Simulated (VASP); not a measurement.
# Si2W (I4/mmm) in VASP: further runs

Runs on Si2W. Level: LDA. Tasks: single point.

Everything below comes from runs of VASP 6.6.1. Logs are shortened: lines on timing, memory, paths and dates and some standing lists are left out, and cuts for length are marked.

### Step 1. The cell of the first run

It takes space group I4/mmm (No. 139, tetragonal). The conventional cell has a = 3.308 Å, b = 3.308 Å, c = 8.072 Å, α = 90.00°, β = 90.00°, γ = 90.00°. Within 3.5 Å of Si (site symmetry 4mm) lie 9 Si at 2.67 to 3.31 Å and 5 W at 2.69 to 2.70 Å. W (site symmetry 4/mmm) has 10 Si at 2.69 to 2.70 Å and 4 W at 3.31 Å within 3.6 Å.

### Step 2. Single point, LDA (volume 14.724 Å^3 an atom, c/a of the conventional cell 2.4398)

File INCAR:

```
PREC     = Accurate       # precision mode
ENCUT    = 520            # plane-wave cutoff, eV
EDIFF    = 1E-6           # SCF threshold, eV
ISMEAR   = 0              # smearing method
SIGMA    = 0.15           # smearing width, eV
LREAL    = F              # projectors in reciprocal space
LASPH    = T              # aspherical terms in the spheres
NELM     = 80             # most SCF steps
ALGO     = Normal         # electronic algorithm
ISIF     = 2              # what is computed and relaxed
LWAVE    = F              # write WAVECAR
LCHARG   = F              # write CHGCAR
NBANDS   = 18             # bands
```

File KPOINTS:

```
regular mesh
0
Gamma
  20 20 20
```

File POSCAR:

```
Si2W
1.0
   -1.6541608370      1.6541608370      4.0358182806
    1.6541608370     -1.6541608370      4.0358182806
    1.6541608370      1.6541608370     -4.0358182806
Si W
2 1
Direct
    0.3346644983      0.3346644983      0.0000000000
    0.6653355017      0.6653355017      0.0000000000
    0.0000000000      0.0000000000      0.0000000000
```

Potentials or basis: VASP PAW LDA potentials, release 64 (Si, W_sv).

Started as:

```console
> cat potpaw_LDA.64/Si/POTCAR potpaw_LDA.64/W_sv/POTCAR > POTCAR
> mpirun -np 1 vasp_std > vasp.out
```

OUTCAR:

```text
PREC = Accurate
   ENCUT = 520
   EDIFF = 1E-6
   ISMEAR = 0
   LREAL = F
   LASPH = T
   NELM = 80
   ISIF = 2

 ion  position               nearest neighbor table
   1  0.335  0.335  0.000-   2 2.67   3 2.69   3 2.69   3 2.69   3 2.69   3 2.70   2 2.71   2 2.71
                             2 2.71   2 2.71
   2  0.665  0.665  0.000-   1 2.67   3 2.69   3 2.69   3 2.69   3 2.69   3 2.70   1 2.71   1 2.71
                             1 2.71   1 2.71
   3  0.000  0.000  0.000-   2 2.69   2 2.69   2 2.69   1 2.69   2 2.69   1 2.69   1 2.69   1 2.69
                             1 2.70   2 2.70

  LATTYP: Found a body centered tetragonal cell.
 ALAT       =     3.3083216740
 C/A-ratio  =     2.4397979872

  Lattice vectors:

 A1 = (  -1.6541608370,   1.6541608370,   4.0358182806)
 A2 = (   1.6541608370,  -1.6541608370,   4.0358182806)
 A3 = (   1.6541608370,   1.6541608370,  -4.0358182806)

Analysis of symmetry for initial positions (statically):
=====================================================================
 Subroutine PRICEL returns:
 Original cell was already a primitive cell.

 Routine SETGRP: Setting up the symmetry group for a
 body centered tetragonal supercell.

 Subroutine GETGRP returns: Found 16 space group operations
 (whereof 16 operations were pure point group operations)
 out of a pool of 16 trial point group operations.

The static configuration has the point symmetry D_4h.

Analysis of symmetry for dynamics (positions and initial velocities):
=====================================================================
 Subroutine PRICEL returns:
 Original cell was already a primitive cell.

 Routine SETGRP: Setting up the symmetry group for a
 body centered tetragonal supercell.

 Subroutine GETGRP returns: Found 16 space group operations
 (whereof 16 operations were pure point group operations)
 out of a pool of 16 trial point group operations.

The dynamic configuration has the point symmetry D_4h.

 Subroutine INISYM returns: Found 16 space group operations
 (whereof 16 operations are pure point group operations),
 and found     1 'primitive' translations

----------------------------------------------------------------------------------------

                                     Primitive cell

  volume of cell :      44.1720

  direct lattice vectors                    reciprocal lattice vectors
    -1.654160837  1.654160837  4.035818281     0.000000000  0.302268068  0.123890613
     1.654160837 -1.654160837  4.035818281     0.302268068  0.000000000  0.123890613
     1.654160837  1.654160837 -4.035818281     0.302268068  0.302268068  0.000000000

  length of vectors
     4.664796388  4.664796388  4.664796388     0.326672418  0.326672418  0.427471601

  position of ions in fractional coordinates (direct lattice)
     0.334664498  0.334664498  0.000000000
     0.665335502  0.665335502  0.000000000
     0.000000000  0.000000000  0.000000000

  ion indices of the primitive-cell ions
   primitive index   ion index
                 1           1
                 2           2
                 3           3

----------------------------------------------------------------------------------------

 KPOINTS: regular mesh

Automatic generation of k-mesh.
 Grid dimensions read from file:
 generate k-points for:   20   20   20

 Generating k-lattice:

  Cartesian coordinates                     Fractional coordinates (reciprocal lattice)
     0.000000000  0.015113403  0.006194531     0.050000000  0.000000000 -0.000000000
     0.015113403  0.000000000  0.006194531     0.000000000  0.050000000 -0.000000000
     0.015113403  0.015113403  0.000000000     0.000000000  0.000000000  0.050000000

  Length of vectors
     0.016333621  0.016333621  0.021373580

  Shift w.r.t. Gamma in fractional coordinates (k-lattice)
     0.000000000  0.000000000  0.000000000

 Subroutine IBZKPT returns following result:
 ===========================================

 Found    641 irreducible k-points:

 Following reciprocal coordinates:
            Coordinates               Weight
  0.000000  0.000000  0.000000      1.000000
  0.050000 -0.000000  0.000000      8.000000
  0.100000 -0.000000  0.000000      8.000000
  0.150000  0.000000 -0.000000      8.000000
  0.200000 -0.000000  0.000000      8.000000
  0.250000  0.000000 -0.000000      8.000000
[... 16 lines left out ...]
 -0.400000  0.050000  0.000000     16.000000
 -0.350000  0.050000  0.000000     16.000000
 [... further k-points ...]
   k-points           NKPTS =    641   k-points in BZ     NKDIM =    641   number of bands    NBANDS=     18
   number of dos      NEDOS =    301   number of ions     NIONS =      3
   total plane-waves  NPLWV =  46656
   dimension x,y,z NGX =    36 NGY =   36 NGZ =   36
   dimension x,y,z NGXF=    72 NGYF=   72 NGZF=   72
   ions per type =               2   1
   NGX,Y,Z   is equivalent  to a cutoff of  12.83, 12.83, 12.83 a.u.
   NGXF,Y,Z  is equivalent  to a cutoff of  25.66, 25.66, 25.66 a.u.
 SYSTEM =  unknown system
   PREC   = accura    normal or accurate (medium, high low for compatibility)
   ISTART =      0    job   : 0-new  1-cont  2-samecut
   ICHARG =      2    charge: 1-file 2-atom 10-const
   ISPIN  =      1    spin polarized calculation?
   LNONCOLLINEAR =      F non collinear calculations
   LSORBIT =      F    spin-orbit coupling
   LASPH  =      T    aspherical Exc in radial PAW
   ENCUT  =  520.0 eV  38.22 Ry    6.18 a.u.   8.67  8.67  8.67*2*pi/ulx,y,z
   NELM   =     80;   NELMIN=  2; NELMDL= -5     # of ELM steps
   EDIFF  = 0.1E-05   stopping-criterion for ELM
   LREAL  =      F    real-space projection
   EDIFFG = 0.1E-04   stopping-criterion for IOM
   NSW    =      0    number of steps for IOM
   IBRION =     -1    ionic relax: 0-MD 1-quasi-New 2-CG
   NFREE  =      0    steps in history (QN), initial steepest desc. (CG)
   ISIF   =      2    stress and relaxation
   ISYM   =      2    0-nonsym 1-usesym 2-fastsym
   POTIM  = 0.5000    time-step for ionic-motion
   TEBEG  =    0.0;   TEEND  =   0.0 temperature during run
   PSTRESS=    0.0 pullay stress
   NELECT =      22.0000    total number of electrons
   NUPDOWN=      -1.0000    fix difference up-down
   EMIN   =  10.00;   EMAX   =-10.00  energy-range for DOS
   EFERMI =   0.00;   METHOD = LEGACY
   ISMEAR =     0;   SIGMA  =   0.15  broadening in eV -4-tet -1-fermi 0-gaus
   EFERMI_NEDOS =   21; number of points for ismear=-14 and -15
   IALGO  =     38    algorithm
   IMIX   =      4    mixing-type and parameters
     AMIX     =   0.40;   BMIX     =  1.00
     AMIX_MAG =   1.60;   BMIX_MAG =  1.00
  volume/ion in A,a.u.               =      14.72        99.36
  Fermi-wavevector in a.u.,A,eV,Ry     =   1.297677  2.452254 22.911753  1.683966
  Thomas-Fermi vector in A             =   2.429054
   LORBIT       =      0    0 simple, 1 ext, 2 COOP (PROOUT), +10 PAW based schemes
   GGA     = CA    functional components
   LHFCALC =     F    Hartree Fock is set to
   AEXX    =    0.0000 exact exchange contribution
   IVDW    =     0    specifies the selected vdW correction
   LEPSILON=     F    determine dielectric tensor
   LRPA    =     F    only Hartree local field effects (RPA)
 non-spin polarized calculation
 Gauss-broadening in eV      SIGMA  =   0.15
  energy-cutoff  :      520.00
  volume of cell :       44.17
 maximum number of plane-waves:      1216
   NGX = 17   NGY = 17   NGZ = 17

 number of electron      22.0000000 magnetization

 Free energy of the ion-electron system (eV)
  ---------------------------------------------------
  ext. energy  EPLUGINS =         0.00000000
  ---------------------------------------------------
  free energy    TOTEN  =       -27.02657957 eV

  energy without entropy =      -27.02275063  energy(sigma->0) =      -27.02466510

 E-fermi :  10.6047     XC(G=0): -12.2331

 val. band max:       10.5995897437   @ k =  -0.4500   0.4500   0.3500
 cond. band min:      10.6055724248   @ k =  -0.1000  -0.2000   0.1000
 fundamental gap:      0.0059826810
 Fermi energy:        10.6047077430

 k-point     1 :       0.0000    0.0000    0.0000
  band No.  band energies     occupation
      1     -62.9561      2.00000
      2     -27.4069      2.00000
      3     -27.4069      2.00000
      4     -27.4024      2.00000
      5      -2.6291      2.00000
      6       4.3867      2.00000
[... 10 lines left out ...]
     17      15.7247      0.00000
     18      15.7247      0.00000

 k-point     2 :       0.0500   -0.0000    0.0000
  band No.  band energies     occupation
      1     -62.9560      2.00000
      2     -27.4108      2.00000
      3     -27.4066      2.00000
      4     -27.4021      2.00000
      5      -2.5851      2.00000
      6       4.3813      2.00000
[... 10 lines left out ...]
     17      15.7312      0.00000
     18      15.9270      0.00000

 k-point     3 :       0.1000   -0.0000    0.0000
  band No.  band energies     occupation
      1     -62.9556      2.00000
      2     -27.4219      2.00000
      3     -27.4056      2.00000
      4     -27.4013      2.00000
      5      -2.4538      2.00000
      6       4.3590      2.00000
[... 10 lines left out ...]
     17      15.7780      0.00000
     18      16.4320      0.00000

 k-point     4 :       0.1500    0.0000   -0.0000
  band No.  band energies     occupation
      1     -62.9550      2.00000
      2     -27.4392      2.00000
      3     -27.4040      2.00000
      4     -27.4000      2.00000
      5      -2.2373      2.00000
      6       4.2994      2.00000
[... 10 lines left out ...]
     17      15.9713      0.00000
     18      17.1369      0.00000

 k-point     5 :       0.2000   -0.0000    0.0000
  band No.  band energies     occupation
      1     -62.9544      2.00000
      2     -27.4610      2.00000
      3     -27.4021      2.00000
      4     -27.3983      2.00000
      5      -1.9390      2.00000
      6       4.1657      2.00000
[... 10 lines left out ...]
     17      16.4114      0.00000
     18      17.9914      0.00000

 k-point     6 :       0.2500    0.0000   -0.0000
  band No.  band energies     occupation
      1     -62.9536      2.00000
      2     -27.4849      2.00000
      3     -27.3999      2.00000
      4     -27.3965      2.00000
      5      -1.5636      2.00000
      6       3.9150      2.00000
[... 10 lines left out ...]
     17      16.9303      0.00000
     18      18.9175      0.00000

 k-point     7 :       0.3000    0.0000   -0.0000
  band No.  band energies     occupation
      1     -62.9528      2.00000
      2     -27.5088      2.00000
      3     -27.3977      2.00000
      4     -27.3946      2.00000
      5      -1.1171      2.00000
      6       3.5314      2.00000
[... 10 lines left out ...]
     17      17.1952      0.00000
     18      19.0641      0.00000

 k-point     8 :       0.3500   -0.0000    0.0000
  band No.  band energies     occupation
      1     -62.9521      2.00000
      2     -27.5302      2.00000
      3     -27.3958      2.00000
      4     -27.3930      2.00000
      5      -0.6072      2.00000
      6       3.0353      2.00000
[... 10 lines left out ...]
     17      17.0924      0.00000
     18      18.4444      0.00000
[... 229 lines left out ...]
     17      16.8734      0.00000
     18      17.8597      0.00000

 k-point    20 :       0.4500    0.0500    0.0000
  band No.  band energies     occupation
      1     -62.9511      2.00000
      2     -27.5575      2.00000
      3     -27.3969      2.00000
      4     -27.3906      2.00000
      5       0.6737      2.00000
      6       1.7815      2.00000
[... 10 lines left out ...]
     17      16.7671      0.00000
     18      17.3414      0.00000

 k-point    21 :       0.5000    0.0500   -0.0000
  band No.  band energies     occupation
      1     -62.9510      2.00000
      2     -27.5613      2.00000
      3     -27.3966      2.00000
      4     -27.3901      2.00000
      5       1.1425      2.00000
      6       1.3031      2.00000
[... 10 lines left out ...]
     17      16.9111      0.00000
     18      17.0903      0.00000

 k-point    22 :      -0.4500    0.0500   -0.0000
  band No.  band energies     occupation
      1     -62.9511      2.00000
      2     -27.5575      2.00000
      3     -27.3969      2.00000
      4     -27.3903      2.00000
      5       0.5115      2.00000
      6       1.9393      2.00000
[... 10 lines left out ...]
     17      17.0640      0.00000
     18      17.4181      0.00000

 k-point    23 :      -0.4000    0.0500    0.0000
  band No.  band energies     occupation
      1     -62.9515      2.00000
      2     -27.5467      2.00000
      3     -27.3979      2.00000
      4     -27.3911      2.00000
      5      -0.0903      2.00000
      6       2.5631      2.00000
[... 10 lines left out ...]
     17      17.1857      0.00000
     18      18.1322      0.00000

 k-point    24 :      -0.3500    0.0500    0.0000
  band No.  band energies     occupation
      1     -62.9520      2.00000
      2     -27.5297      2.00000
      3     -27.3995      2.00000
      4     -27.3923      2.00000
      5      -0.6473      2.00000
      6       3.1543      2.00000
[... 10 lines left out ...]
     17      17.3054      0.00000
     18      18.5270      0.00000

 [... further k-points ...]

------------------------ aborting loop because EDIFF is reached ----------------------------------------

  FORCE on cell =-STRESS in cart. coord.  units (eV):
  Direction    XX          YY          ZZ          XY          YZ          ZX
  --------------------------------------------------------------------------------------
  -------------------------------------------------------------------------------------
  Total       -5.5336883     -5.5336883     -6.2348854      0.0000000      0.0000000      0.0000000
  in kB     -200.7142525   -200.7142525   -226.1476071      0.0000000      0.0000000      0.0000000
  external PRESSURE =    -209.1920374 kB  Pullay stress =       0.0000000 kB

 VOLUME and BASIS-vectors are now :
 -----------------------------------------------------------------------------
  energy-cutoff  :      520.00
  volume of cell :       44.17
      direct lattice vectors                 reciprocal lattice vectors
    -1.654160837  1.654160837  4.035818281     0.000000000  0.302268068  0.123890613
     1.654160837 -1.654160837  4.035818281     0.302268068  0.000000000  0.123890613
     1.654160837  1.654160837 -4.035818281     0.302268068  0.302268068  0.000000000

 POSITION                                       TOTAL-FORCE (eV/Angst)
 -----------------------------------------------------------------------------------
      0.00000      0.00000      2.70129        -0.000000     -0.000000      0.267493
      0.00000      0.00000      5.37035         0.000000      0.000000     -0.267493
      0.00000      0.00000      0.00000         0.000000      0.000000     -0.000000
 -----------------------------------------------------------------------------------
    total drift:                               -0.000000     -0.000000      0.000000

  FREE ENERGIE OF THE ION-ELECTRON SYSTEM (eV)
  ---------------------------------------------------
  free  energy   TOTEN  =       -27.0265795652 eV

  energy  without entropy=      -27.0227506281  energy(sigma->0) =      -27.02466510
```

Run time: 6.5 min. Hardware: 1 thread of Intel Xeon 6975P-C (Granite Rapids), shared host; peak memory 0.55 GiB.

Results:

| Property | Result |
| --- | --- |
| Free energy | -27.0266 eV |
| Pressure | -20.9 GPa |
| Largest force | 0.267 eV/Å |
| Band gap on the k mesh | zero (band 11 reaches 11.26 eV, above the bottom of band 12 at 10.12 eV) |

Forces on the atoms (eV/Å):
```
Si   0.000  0.000  0.267
Si   0.000  0.000 -0.267
W    0.000  0.000  0.000
```

Levels at points of the mesh, in eV from the Fermi level:
| k point | band 8 | band 9 | band 10 | band 11 | band 12 | band 13 | band 14 | band 15 |
| --- | --- | --- | --- | --- | --- | --- | --- | --- |
| (0.00, 0.00, 0.00) | -2.91 | -2.55 | -2.55 | 0.57 | 2.27 | 2.92 | 2.92 | 3.35 |
| (0.50, 0.00, 0.00) | -4.46 | -2.49 | -2.45 | -0.32 | 2.32 | 2.68 | 3.68 | 3.69 |
| (0.50, 0.50, 0.00) | -5.46 | -4.60 | -2.87 | -1.58 | 2.50 | 2.54 | 2.69 | 3.59 |
| (0.50, 0.50, 0.50) | -2.32 | -0.75 | -0.75 | -0.44 | -0.44 | 0.71 | 3.83 | 4.13 |

Caveat: spin-orbit coupling is left out, which moves the levels of the heavy elements.

(Part 1 of 2 ends here.)
